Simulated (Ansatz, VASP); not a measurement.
## GaAs3: VASP beside Ansatz

```xyz
4
Lattice="0.0000 3.3715 3.3715 3.3715 0.0000 3.3715 3.3715 3.3715 0.0000" Properties=species:S:1:pos:R:3 pbc="T T T"
Ga    3.3715    3.3715    3.3715
As    0.0000    0.0000    0.0000
As    1.6858    1.6858    1.6858
As    5.0573    5.0573    5.0573
```

Change from the starting cell: species swapped into the Mg3Cd type (Fm-3m, No. 225).

Alike in both runs: functional PBE; k mesh 5 × 5 × 5; occupations gaussian, width 0.2 eV; no spin polarisation.

Ansatz relaxed the structure, and its values are those at the end. VASP's run is a single point on that final structure, the one shown.

```csv
,VASP,Ansatz
version,VASP 6.6.1,Ansatz 0.2.0
potentials or method,"VASP PAW PBE potentials, release 64 (Ga_d, As), cutoff 500 eV","scalar-relativistic, plane waves, PAW"
valence electrons in the cell,28,58
```

Ansatz gave:

- gap on the k mesh at the Fermi level (eV): none
- pressure (GPa): -0.3

Task: What did VASP give for the same quantities?

Result: gap on the k mesh at the Fermi level (eV): none; pressure (GPa): -0.2.

A gap of «none» marks a metal or a gap that the smearing closes. With one functional, cell and mesh, what is left measures potentials, basis and numerics. VASP's potentials hold 28 valence electrons a cell and Ansatz's 58, so a difference there can come from the potentials and not from the codes.
